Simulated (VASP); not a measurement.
Set up this calculation in VASP 6.6.1, as the native input.

```
Task                   : single point
Functional             : r2SCAN
Dispersion             : rVV10
Potentials or basis    : VASP PAW PBE potentials, release 64 (Hg, H)
Cutoff                 : 520 eV
k mesh                 : 8 × 8 × 8
Occupations            : fermi-dirac, width 0.03 eV
Spin                   : no spin polarisation
Dipole correction      : no
Further INCAR settings : ALGO = Normal; EDIFF = 1e-06; NBANDS = 23
```

Crystal: HgH2.

```
Hg H
1.0
    -1.85574    1.85574    5.85264
     1.85574   -1.85574    5.85264
     1.85574    1.85574   -5.85264
Hg H
2 4
Direct
  0.75000 0.25000 0.50000
  0.00000 0.00000 0.00000
  0.50550 0.00550 0.50000
  0.75550 0.75550 0.00000
  0.24450 0.24450 0.00000
  0.99450 0.49450 0.50000
```

One way to write it, as run:

POSCAR

```
HgH2
1.0
   -1.8557367886      1.8557367886      5.8526383492
    1.8557367886     -1.8557367886      5.8526383492
    1.8557367886      1.8557367886     -5.8526383492
Hg H
2 4
Direct
    0.7500000000      0.2500000000      0.5000000000
    0.0000000000      0.0000000000      0.0000000000
    0.5054951085      0.0054951085      0.5000000000
    0.7554951085      0.7554951085      0.0000000000
    0.2445048915      0.2445048915      0.0000000000
    0.9945048915      0.4945048915      0.5000000000
```

INCAR.step1

```
  ALGO = Normal
  EDIFF = 1E-4
  ENCUT = 520
  GGA = PE
  ISMEAR = -1
  LASPH = T
  LCHARG = F
  LREAL = F
  LWAVE = T
  NBANDS = 23
  NELM = 80
  PREC = Accurate
  SIGMA = 0.03
```

INCAR.step2

```
  ALGO = Normal
  BPARAM = 11.95
  CPARAM = 0.0093
  EDIFF = 1E-6
  ENCUT = 520
  ISIF = 2
  ISMEAR = -1
  ISTART = 1
  IVDW_NL = 2
  LASPH = T
  LCHARG = T
  LELF = T
  LMIXTAU = T
  LREAL = F
  LUSE_VDW = T
  LVHAR = T
  LWAVE = F
  METAGGA = R2SCAN
  NBANDS = 23
  NELM = 80
  PREC = Accurate
  SIGMA = 0.03
```

KPOINTS

```
k-points
0
Gamma
  8 8 8
```

Potentials or basis: VASP PAW PBE potentials, release 64 (Hg, H).

Run with:

```sh
$ cat potpaw_PBE.64/Hg/POTCAR potpaw_PBE.64/H/POTCAR > POTCAR
$ cp INCAR.step1 INCAR
$ mpirun -np 1 vasp_std > vasp.out
$ cp INCAR.step2 INCAR
$ mpirun -np 1 vasp_std > vasp.out
```

It gave:

- Pressure: 0.5 GPa
- Largest force: 0.009 eV/Å
- Band gap on the k mesh: zero (bands 14 and 15 overlap by 4.98 eV)

Caveat: the PAW data sets were made with another functional, which shifts forces and pressure a little; spin-orbit coupling is left out, which moves the levels of the heavy elements.

Run time: 15 min on 1 thread of Oxide Virtual Turin-like Processor, on a shared host, peak memory 0.75 GiB.
